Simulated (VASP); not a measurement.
A run of VASP 6.6.1:

Contents of INCAR:

```
SYSTEM = Si2W
  PREC = Accurate
  ENCUT = 520
  EDIFF = 1E-6
  ISMEAR = 0
  SIGMA = 0.03
  LREAL = .FALSE.
  LASPH = .TRUE.
  NELM = 60
  ALGO = Normal
  ISIF = 2
  LWAVE = .FALSE.
  LCHARG = .TRUE.
  GGA = PE
  LELF = .TRUE.
  LVHAR = .TRUE.
  NBANDS = 43
```

File KPOINTS:

```
Automatic mesh
0
G
  9 9 6
  0 0 0
```

The input POSCAR:

```
Si2W
1.0
    4.6143995253      0.0000000000      0.0000000000
   -2.3071997627      3.9961872121      0.0000000000
    0.0000000000      0.0000000000      6.6468916183
Si W
6 3
Direct
    0.8363432358      0.6726864716      0.5000000000
    0.1636567642      0.8363432358      0.8333333333
    0.6726864716      0.8363432358      0.1666666667
    0.1636567642      0.3273135284      0.5000000000
    0.8363432358      0.1636567642      0.8333333333
    0.3273135284      0.1636567642      0.1666666667
    0.0000000000      0.5000000000      0.1666666667
    0.5000000000      0.5000000000      0.8333333333
    0.5000000000      0.0000000000      0.5000000000
```

Potentials or basis: VASP PAW PBE potentials, release 64 (Si, W_sv).

The run is started by

```console
$ cat potpaw_PBE.64/Si/POTCAR potpaw_PBE.64/W_sv/POTCAR > POTCAR
$ mpirun -np 1 vasp_std > vasp.out
```

Hardware: 1 thread of Intel Xeon 6975P-C, on a shared host.

Question: Estimate the wall time of this run.

Answer: It took 3.1 min on 1 thread of Intel Xeon 6975P-C, on a shared host, peak memory 0.36 GiB. Counts: scf iterations 14, k points 48.
